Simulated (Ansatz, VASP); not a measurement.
Be2B2S5: VASP beside Ansatz

```
Be B S
1.0
     4.25233    0.00000    0.00000
     0.00000    4.25233    0.00000
     0.00000    0.00000    7.56403
Be B S
2 2 5
Direct
  0.50000 0.50000 0.23496
  0.50000 0.50000 0.76504
  0.00000 0.00000 0.00000
  0.00000 0.00000 0.50000
  0.50000 0.00000 0.15286
  0.50000 0.00000 0.84714
  0.50000 0.50000 0.50000
  0.00000 0.50000 0.15286
  0.00000 0.50000 0.84714
```

Change from the starting cell: species swapped into the Eu2Ti2O5 type (P4/mmm, No. 123).

Alike in both runs: functional PBE; k mesh 10 × 10 × 6; occupations gaussian, width 0.1 eV; no spin polarisation.

Ansatz relaxed the structure, and its values are those at the end. VASP's run is a single point on that final structure, the one shown.

|  | VASP | Ansatz |
| --- | --- | --- |
| version | VASP 6.6.1 | Ansatz 0.2.0 |
| potentials or method | VASP PAW PBE potentials, release 64 (Be, B, S), cutoff 520 eV | scalar-relativistic, plane waves, PAW |
| valence electrons in the cell | 40 | 40 |

```tsv
	VASP	Ansatz	Ansatz less VASP
gap on the k mesh at the Fermi level (eV)	none	none	-
pressure (GPa)	-0.1	0.0	+0.12
rms of the force components (eV/Å)	0.016	0.001	-0.0159
```

A gap of «none» marks a metal or a gap that the smearing closes. With one functional, cell and mesh, what is left measures potentials, basis and numerics.
